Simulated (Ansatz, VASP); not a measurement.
Given: the input of a run of Ansatz 0.2.0 on KBr.

input.yaml

```yaml
crystal:
  lattice:
    - [0.0, 3.3, 3.3]
    - [3.3, 0.0, 3.3]
    - [3.3, 3.3, 0.0]
  atoms:
    - { symbol: Br, position: [0.5, 0.5, 0.5] }
    - { symbol: K, position: [0.0, 0.0, 0.0] }
hamiltonian:
  xc: pbesol
  pseudopotentials: { kind: paw }
  dispersion: d4
kpoints:
  mp_grid: { grid: [7, 7, 7] }
scf:
  occupations: { method: fermi_dirac, width: 0.05 }
output:
  forces: true
  stress: true
relax:
  f_tol: 0.01
  max_steps: 40
  cell: { stress_tol: 0.05 }
```

Potentials or basis: Ansatz PAW.

Command:

```sh
$ ansatz run input.yaml --threads 2 --pin off --max-ram 5632MiB --backend cpu --events-out ev --progress --plain --runs-dir out
```

Question: Translate it to VASP 6.6.1. Potentials there: VASP PAW PBE potentials, release 64 (Br, K_sv).

Answer: As run (the cutoff follows the program's own potentials):

Contents of INCAR:

```
PREC = Accurate
ENCUT = 600
EDIFF = 1E-7
ISMEAR = -1
SIGMA = 0.05
LREAL = F
LASPH = T
NELM = 60
ALGO = Normal
ISIF = 3
LWAVE = F
LCHARG = F
GGA = PS
IVDW = 13
IBRION = 2
NSW = 60
EDIFFG = -0.01
```

File KPOINTS:

```
Automatic mesh
0
Gamma
  7 7 7
```

The input POSCAR:

```
KBr
1.0
    0.0000000000      3.3000000000      3.3000000000
    3.3000000000      0.0000000000      3.3000000000
    3.3000000000      3.3000000000      0.0000000000
Br K
1 1
Direct
    0.5000000000      0.5000000000      0.5000000000
    0.0000000000      0.0000000000      0.0000000000
```

Potentials or basis: VASP PAW PBE potentials, release 64 (Br, K_sv).

The run is started by

```sh
$ cat potpaw_PBE.64/Br/POTCAR potpaw_PBE.64/K_sv/POTCAR > POTCAR
$ mpirun -np 1 vasp_std > vasp.out
```

Both were run:

|  | VASP | Ansatz | Ansatz less VASP |
| --- | --- | --- | --- |
| relaxed volume (Å³/atom) | 34.50 | 34.23 | -0.269 |
| relaxed cell length with the largest relative difference (Å) | 4.604 | 4.592 | -0.0120 |

VASP's potentials were made for PBE, not for PBEsol.

Noted on Ansatz's run: odd divisions of the mesh miss points on the zone boundary, where band edges often lie, so the gap on the mesh can be too wide; the plane-wave basis is chosen anew once the cell has moved, so the energies of steps on either side of that aren't comparable.
